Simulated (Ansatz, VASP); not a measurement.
## C: VASP beside Ansatz

```
C
1.0
     0.00000    1.77727    1.77727
     1.77727    0.00000    1.77727
     1.77727    1.77727    0.00000
C
2
Direct
  0.00000 0.00000 0.00000
  0.25000 0.25000 0.25000
```

Alike in both runs: functional r2SCAN; dispersion D4; k mesh 8 × 8 × 8; no spin polarisation.

Ansatz relaxed the structure, and its values are those at the end. VASP's run is a single point on that final structure, the one shown.

|  | VASP | Ansatz |
| --- | --- | --- |
| version | VASP 6.6.1 | Ansatz 0.2.0 |
| potentials or method | VASP PAW PBE potentials, release 64 (C_h) | plane waves, PAW |
| plane-wave cutoff (eV) | 1430 | 500 |
| occupations | gaussian, width 0.01 eV | fixed |
| valence electrons in the cell | 8 | 8 |

Ansatz gave:

- pressure (GPa): 0.0

Question: Estimate VASP's values.

Answer: Pressure (GPa): -0.6.

VASP's potentials were made for PBE, not for r2SCAN.
